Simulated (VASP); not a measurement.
# TaSe4 (I-43m) in VASP: further runs

Runs on TaSe4. Level: PBE. Tasks: single point, relaxation of cell and atoms.

All numbers are computed with VASP 6.6.1; they aren't measurements. Logs are shortened: lines on timing, memory, paths and dates and some standing lists are left out, and cuts for length are marked.

### Step 1. The cell of the first run

It takes space group I-43m (No. 217, cubic). Conventional cell: a = 6.567 Å, b = 6.567 Å, c = 6.567 Å, α = 90.00°, β = 90.00°, γ = 90.00°. Within 3.2 Å of Ta (site symmetry -43m) lie 4 Se at 2.44 Å. Within 3.2 Å of Se (site symmetry 3m) lie 1 Ta at 2.44 Å.

### Step 2. Single point, PBE

Contents of INCAR:

```
SYSTEM = TaSe4
  PREC = Accurate
  ENCUT = 520
  EDIFF = 1E-6
  ISMEAR = 0
  SIGMA = 0.1
  LREAL = .FALSE.
  LASPH = .TRUE.
  NELM = 80
  ALGO = Normal
  ISIF = 2
  LWAVE = .FALSE.
  LCHARG = .FALSE.
  GGA = PE
  NBANDS = 26
```

Contents of KPOINTS:

```
Automatic mesh
0
G
  8 8 8
  0 0 0
```

Contents of POSCAR:

```
TaSe4
1.0
   -3.2837170185      3.2837170185      3.2837170185
    3.2837170185     -3.2837170185      3.2837170185
    3.2837170185      3.2837170185     -3.2837170185
Ta Se
1 4
Direct
    0.0000000000      0.0000000000      0.0000000000
    0.0000000000      0.0000000000      0.5701459202
    0.5701459202      0.0000000000      0.0000000000
    0.0000000000      0.5701459202      0.0000000000
    0.4298540798      0.4298540798      0.4298540798
```

Potentials or basis: VASP PAW PBE potentials, release 64 (Ta_pv, Se).

Command:

```sh
cat potpaw_PBE.64/Ta_pv/POTCAR potpaw_PBE.64/Se/POTCAR > POTCAR
mpirun -np 1 vasp_std > vasp.out
```

OUTCAR:

```text
SYSTEM = TaSe4
   PREC = Accurate
   ENCUT = 520
   EDIFF = 1E-6
   ISMEAR = 0
   LREAL = .FALSE.
   LASPH = .TRUE.
   NELM = 80
   ISIF = 2
   GGA = PE

 ion  position               nearest neighbor table
   1  0.000  0.000  0.000-   2 2.44   3 2.44   4 2.44   5 2.44
   2  0.000  0.000  0.570-   1 2.44
   3  0.570  0.000  0.000-   1 2.44
   4  0.000  0.570  0.000-   1 2.44
   5  0.430  0.430  0.430-   1 2.44

  LATTYP: Found a body centered cubic cell.
 ALAT       =     6.5674340370

  Lattice vectors:

 A1 = (  -3.2837170185,   3.2837170185,   3.2837170185)
 A2 = (   3.2837170185,  -3.2837170185,   3.2837170185)
 A3 = (   3.2837170185,   3.2837170185,  -3.2837170185)

Analysis of symmetry for initial positions (statically):
=====================================================================
 Subroutine PRICEL returns:
 Original cell was already a primitive cell.

 Routine SETGRP: Setting up the symmetry group for a
 body centered cubic supercell.

 Subroutine GETGRP returns: Found 24 space group operations
 (whereof 24 operations were pure point group operations)
 out of a pool of 48 trial point group operations.

The static configuration has the point symmetry T_d .

Analysis of symmetry for dynamics (positions and initial velocities):
=====================================================================
 Subroutine PRICEL returns:
 Original cell was already a primitive cell.

 Routine SETGRP: Setting up the symmetry group for a
 body centered cubic supercell.

 Subroutine GETGRP returns: Found 24 space group operations
 (whereof 24 operations were pure point group operations)
 out of a pool of 48 trial point group operations.

The dynamic configuration has the point symmetry T_d .

 Subroutine INISYM returns: Found 24 space group operations
 (whereof 24 operations are pure point group operations),
 and found     1 'primitive' translations

----------------------------------------------------------------------------------------

                                     Primitive cell

  volume of cell :     141.6306

  direct lattice vectors                    reciprocal lattice vectors
    -3.283717018  3.283717018  3.283717018     0.000000000  0.152266470  0.152266470
     3.283717018 -3.283717018  3.283717018     0.152266470  0.000000000  0.152266470
     3.283717018  3.283717018 -3.283717018     0.152266470  0.152266470  0.000000000

  length of vectors
     5.687564714  5.687564714  5.687564714     0.215337307  0.215337307  0.215337307

  position of ions in fractional coordinates (direct lattice)
     0.000000000  0.000000000  0.000000000
     0.000000000  0.000000000  0.570145920
     0.570145920  0.000000000  0.000000000
     0.000000000  0.570145920  0.000000000
     0.429854080  0.429854080  0.429854080

  ion indices of the primitive-cell ions
   primitive index   ion index
                 1           1
                 2           2
                 3           3
                 4           4
                 5           5

----------------------------------------------------------------------------------------

 KPOINTS: Automatic mesh

Automatic generation of k-mesh.
 Grid dimensions read from file:
 generate k-points for:    8    8    8

 Generating k-lattice:

  Cartesian coordinates                     Fractional coordinates (reciprocal lattice)
     0.000000000  0.019033309  0.019033309     0.125000000  0.000000000  0.000000000
     0.019033309  0.000000000  0.019033309     0.000000000  0.125000000  0.000000000
     0.019033309  0.019033309  0.000000000     0.000000000  0.000000000  0.125000000

  Length of vectors
     0.026917163  0.026917163  0.026917163

  Shift w.r.t. Gamma in fractional coordinates (k-lattice)
     0.000000000  0.000000000  0.000000000

 Subroutine IBZKPT returns following result:
 ===========================================

 Found     29 irreducible k-points:

 Following reciprocal coordinates:
            Coordinates               Weight
  0.000000  0.000000  0.000000      1.000000
  0.125000  0.000000  0.000000     12.000000
  0.250000  0.000000  0.000000     12.000000
  0.375000  0.000000  0.000000     12.000000
  0.500000  0.000000  0.000000      6.000000
  0.125000  0.125000  0.000000     24.000000
[... 16 lines left out ...]
 -0.250000  0.250000  0.250000      6.000000
 -0.375000  0.375000  0.250000     24.000000
 [... further k-points ...]
   k-points           NKPTS =     29   k-points in BZ     NKDIM =     29   number of bands    NBANDS=     26
   number of dos      NEDOS =    301   number of ions     NIONS =      5
   total plane-waves  NPLWV =  74088
   dimension x,y,z NGX =    42 NGY =   42 NGZ =   42
   dimension x,y,z NGXF=    84 NGYF=   84 NGZF=   84
   ions per type =               1   4
   NGX,Y,Z   is equivalent  to a cutoff of  12.28, 12.28, 12.28 a.u.
   NGXF,Y,Z  is equivalent  to a cutoff of  24.55, 24.55, 24.55 a.u.
 SYSTEM =  TaSe4
   PREC   = accura    normal or accurate (medium, high low for compatibility)
   ISTART =      0    job   : 0-new  1-cont  2-samecut
   ICHARG =      2    charge: 1-file 2-atom 10-const
   ISPIN  =      1    spin polarized calculation?
   LNONCOLLINEAR =      F non collinear calculations
   LSORBIT =      F    spin-orbit coupling
   LASPH  =      T    aspherical Exc in radial PAW
   ENCUT  =  520.0 eV  38.22 Ry    6.18 a.u.  10.58 10.58 10.58*2*pi/ulx,y,z
   NELM   =     80;   NELMIN=  2; NELMDL= -5     # of ELM steps
   EDIFF  = 0.1E-05   stopping-criterion for ELM
   LREAL  =      F    real-space projection
   EDIFFG = 0.1E-04   stopping-criterion for IOM
   NSW    =      0    number of steps for IOM
   IBRION =     -1    ionic relax: 0-MD 1-quasi-New 2-CG
   NFREE  =      0    steps in history (QN), initial steepest desc. (CG)
   ISIF   =      2    stress and relaxation
   ISYM   =      2    0-nonsym 1-usesym 2-fastsym
   POTIM  = 0.5000    time-step for ionic-motion
   TEBEG  =    0.0;   TEEND  =   0.0 temperature during run
   PSTRESS=    0.0 pullay stress
   NELECT =      35.0000    total number of electrons
   NUPDOWN=      -1.0000    fix difference up-down
   EMIN   =  10.00;   EMAX   =-10.00  energy-range for DOS
   EFERMI =   0.00;   METHOD = LEGACY
   ISMEAR =     0;   SIGMA  =   0.10  broadening in eV -4-tet -1-fermi 0-gaus
   EFERMI_NEDOS =   21; number of points for ismear=-14 and -15
   IALGO  =     38    algorithm
   IMIX   =      4    mixing-type and parameters
     AMIX     =   0.40;   BMIX     =  1.00
     AMIX_MAG =   1.60;   BMIX_MAG =  1.00
  volume/ion in A,a.u.               =      28.33       191.15
  Fermi-wavevector in a.u.,A,eV,Ry     =   1.027334  1.941380 14.359803  1.055416
  Thomas-Fermi vector in A             =   2.161274
   LORBIT       =      0    0 simple, 1 ext, 2 COOP (PROOUT), +10 PAW based schemes
   GGA     = PE    functional components
   LHFCALC =     F    Hartree Fock is set to
   AEXX    =    0.0000 exact exchange contribution
   IVDW    =     0    specifies the selected vdW correction
   LEPSILON=     F    determine dielectric tensor
   LRPA    =     F    only Hartree local field effects (RPA)
 non-spin polarized calculation
 Gauss-broadening in eV      SIGMA  =   0.10
  energy-cutoff  :      520.00
  volume of cell :      141.63
 maximum number of plane-waves:      3884
   NGX = 21   NGY = 21   NGZ = 21

 number of electron      35.0000007 magnetization

 Free energy of the ion-electron system (eV)
  ---------------------------------------------------
  ext. energy  EPLUGINS =         0.00000000
  ---------------------------------------------------
  free energy    TOTEN  =       -25.44787592 eV

  energy without entropy =      -25.42447654  energy(sigma->0) =      -25.43617623

 E-fermi :   1.7080     XC(G=0):  -8.9178

 val. band max:        1.6758454077   @ k =   0.5000   0.5000   0.3750
 cond. band min:       1.7312866412   @ k =   0.1250   0.1250   0.1250
 fundamental gap:      0.0554412335
 Fermi energy:         1.7079601505

 k-point     1 :       0.0000    0.0000    0.0000
  band No.  band energies     occupation
      1     -32.9400      2.00000
      2     -32.9400      2.00000
      3     -32.9400      2.00000
      4     -11.6205      2.00000
      5      -9.9221      2.00000
      6      -9.9221      2.00000
[... 18 lines left out ...]
     25       6.7016      0.00000
     26       7.7145      0.00000

 k-point     2 :       0.1250    0.0000    0.0000
  band No.  band energies     occupation
      1     -32.9401      2.00000
      2     -32.9400      2.00000
      3     -32.9400      2.00000
      4     -11.5555      2.00000
      5      -9.9728      2.00000
      6      -9.9310      2.00000
[... 18 lines left out ...]
     25       6.9957      0.00000
     26       7.9218      0.00000

 k-point     3 :       0.2500    0.0000    0.0000
  band No.  band energies     occupation
      1     -32.9403      2.00000
      2     -32.9401      2.00000
      3     -32.9400      2.00000
      4     -11.3709      2.00000
      5     -10.1256      2.00000
      6      -9.9523      2.00000
[... 18 lines left out ...]
     25       7.7583      0.00000
     26       8.3029      0.00000

 k-point     4 :       0.3750    0.0000    0.0000
  band No.  band energies     occupation
      1     -32.9405      2.00000
      2     -32.9402      2.00000
      3     -32.9400      2.00000
      4     -11.1025      2.00000
      5     -10.3662      2.00000
      6      -9.9734      2.00000
[... 18 lines left out ...]
     25       8.5097      0.00000
     26       8.7520      0.00000

 k-point     5 :       0.5000    0.0000    0.0000
  band No.  band energies     occupation
      1     -32.9405      2.00000
      2     -32.9402      2.00000
      3     -32.9400      2.00000
      4     -10.8939      2.00000
      5     -10.5646      2.00000
      6      -9.9820      2.00000
[... 18 lines left out ...]
     25       8.5481      0.00000
     26       9.3730      0.00000

 k-point     6 :       0.1250    0.1250    0.0000
  band No.  band energies     occupation
      1     -32.9402      2.00000
      2     -32.9401      2.00000
      3     -32.9400      2.00000
      4     -11.4305      2.00000
      5     -10.0267      2.00000
      6     -10.0249      2.00000
[... 427 lines left out ...]
 k-point    21 :      -0.3750   -0.3750    0.1250
  band No.  band energies     occupation
      1     -32.9404      2.00000
      2     -32.9404      2.00000
      3     -32.9401      2.00000
      4     -10.6867      2.00000
      5     -10.4524      2.00000
      6     -10.4524      2.00000
[... 18 lines left out ...]
     25       8.6840      0.00000
     26       9.7277      0.00000

 k-point    22 :       0.2500    0.2500    0.2500
  band No.  band energies     occupation
      1     -32.9402      2.00000
      2     -32.9402      2.00000
      3     -32.9402      2.00000
      4     -10.6293      2.00000
      5     -10.2936      2.00000
      6     -10.2936      2.00000
[... 18 lines left out ...]
     25       9.0492      0.00000
     26       9.6909      0.00000

 k-point    23 :      -0.2500    0.2500    0.2500
  band No.  band energies     occupation
      1     -32.9403      2.00000
      2     -32.9402      2.00000
      3     -32.9402      2.00000
      4     -11.1434      2.00000
      5     -10.2249      2.00000
      6     -10.2249      2.00000
[... 18 lines left out ...]
     25       8.3347      0.00000
     26       8.4619      0.00000

 k-point    24 :      -0.3750    0.3750    0.2500
  band No.  band energies     occupation
      1     -32.9404      2.00000
      2     -32.9403      2.00000
      3     -32.9402      2.00000
      4     -10.9046      2.00000
      5     -10.3724      2.00000
      6     -10.3109      2.00000
[... 18 lines left out ...]
     25       8.7147      0.00000
     26       9.2514      0.00000

 [... further k-points ...]
[... 5 lines left out ...]
  --------------------------------------------------------------------------------------
  -------------------------------------------------------------------------------------
  Total        0.0835622      0.0835622      0.0835622      0.0000000      0.0000000     -0.0000000
  in kB        0.9452860      0.9452860      0.9452860      0.0000000      0.0000000     -0.0000000
  external PRESSURE =       0.9452860 kB  Pullay stress =       0.0000000 kB

 VOLUME and BASIS-vectors are now :
 -----------------------------------------------------------------------------
  energy-cutoff  :      520.00
  volume of cell :      141.63
      direct lattice vectors                 reciprocal lattice vectors
    -3.283717018  3.283717018  3.283717018     0.000000000  0.152266470  0.152266470
     3.283717018 -3.283717018  3.283717018     0.152266470  0.000000000  0.152266470
     3.283717018  3.283717018 -3.283717018     0.152266470  0.152266470  0.000000000

 POSITION                                       TOTAL-FORCE (eV/Angst)
 -----------------------------------------------------------------------------------
      0.00000      0.00000      0.00000         0.000000     -0.000000      0.000000
      1.87220      1.87220     -1.87220        -0.011927     -0.011927      0.011927
     -1.87220      1.87220      1.87220         0.011927     -0.011927     -0.011927
      1.87220     -1.87220      1.87220        -0.011927      0.011927     -0.011927
      1.41152      1.41152      1.41152         0.011927      0.011927      0.011927
 -----------------------------------------------------------------------------------
    total drift:                                0.000001      0.000001      0.000002

  FREE ENERGIE OF THE ION-ELECTRON SYSTEM (eV)
  ---------------------------------------------------
  free  energy   TOTEN  =       -25.4478759179 eV

  energy  without entropy=      -25.4244765357  energy(sigma->0) =      -25.43617623
```

It took 92 s on 1 thread of Intel Xeon Platinum 8488C (Sapphire Rapids), shared host; peak memory 0.3 GiB.

Results:

* Free energy: -25.4479 eV
* Pressure: 0.1 GPa
* Largest force: 0.021 eV/Å

Forces in eV/Å, atoms in the order of the input:
```
Ta   0.000  0.000  0.000
Se  -0.012 -0.012  0.012
Se   0.012 -0.012 -0.012
Se  -0.012  0.012 -0.012
Se   0.012  0.012  0.012
```

Levels at points of the mesh, in eV from the Fermi level:
| k point | band 16 | band 17 | band 18 | band 19 | band 20 | band 21 |
| --- | --- | --- | --- | --- | --- | --- |
| (0.00, 0.00, 0.00) | -0.94 | -0.47 | -0.47 | -0.47 | 2.71 | 2.71 |
| (0.50, 0.00, 0.00) | -0.72 | -0.55 | -0.26 | 0.81 | 2.10 | 2.20 |
| (0.50, 0.50, 0.50) | 0.05 | 1.26 | 1.26 | 1.26 | 2.12 | 2.12 |

Caveat: spin-orbit coupling is left out, which moves the levels of the heavy elements.

### Step 3. Relaxation of cell and atoms, PBE

This run uses another cell than the first one, of 28.47 Å³/atom, 1.005 times its volume.

Contents of INCAR:

```
  PREC = Accurate
  ENCUT = 600
  EDIFF = 1E-6
  ISMEAR = 0
  SIGMA = 0.1
  LREAL = False
  LASPH = True
  NELM = 60
  ALGO = Normal
  ISIF = 3
  LWAVE = False
  LCHARG = False
  GGA = PE
  IBRION = 2
  NSW = 100
  EDIFFG = -0.01
```

Contents of KPOINTS:

```
Automatic mesh
0
Gamma
  8 8 8
```

Contents of POSCAR:

```
TaSe4
1.0
   -3.2893250510      3.2893250510      3.2893250510
    3.2893250510     -3.2893250510      3.2893250510
    3.2893250510      3.2893250510     -3.2893250510
Ta Se
1 4
Direct
    0.0000000000      0.0000000000      0.0000000000
    0.0000000000      0.0000000000      0.5707402445
    0.5707402445      0.0000000000      0.0000000000
    0.0000000000      0.5707402445      0.0000000000
    0.4292597555      0.4292597555      0.4292597555
```

Potentials or basis: VASP PAW PBE potentials, release 64 (Ta_pv, Se).

Command:

```sh
cat potpaw_PBE.64/Ta_pv/POTCAR potpaw_PBE.64/Se/POTCAR > POTCAR
mpirun -np 1 vasp_std > vasp.out
```

Run time: 93 s. Hardware: 1 thread of Intel Xeon Platinum 8488C (Sapphire Rapids), shared host; peak memory 0.37 GiB.

The run converged. Its results:

| Item | Value |
| --- | --- |
| Free energy | -25.4482 eV |
| Pressure after relaxing | -0.1 GPa |
| Largest force after relaxing | 0.005 eV/Å |

Forces in eV/Å, atoms in the order of the input:
```
Ta   0.000  0.000  0.000
Se  -0.003 -0.003  0.003
Se   0.003 -0.003 -0.003
Se  -0.003  0.003 -0.003
Se   0.003  0.003  0.003
```

Final structure:
```xyz
5
Lattice="-3.2893 3.2893 3.2893 3.2893 -3.2893 3.2893 3.2893 3.2893 -3.2893" Properties=species:S:1:pos:R:3 pbc="T T T"
Ta    0.0000    0.0000    0.0000
Se    1.8774    1.8774   -1.8774
Se   -1.8774    1.8774    1.8774
Se    1.8774   -1.8774    1.8774
Se    1.4120    1.4120    1.4120
```

Levels at points of the mesh, in eV from the Fermi level:
```csv
k point,band 14,band 15,band 16,band 17,band 18,band 19,band 20,band 21
"(0.00, 0.00, 0.00)",-1.32,-0.93,-0.93,-0.47,-0.47,-0.47,2.72,2.72
"(0.50, 0.00, 0.00)",-1.74,-1.17,-0.72,-0.54,-0.26,0.81,2.12,2.22
"(0.50, 0.50, 0.50)",0.05,0.05,0.05,1.25,1.25,1.25,2.13,2.13
```

Caveat: the relaxation stopped at its first step, so nothing moved; spin-orbit coupling is left out, which moves the levels of the heavy elements.
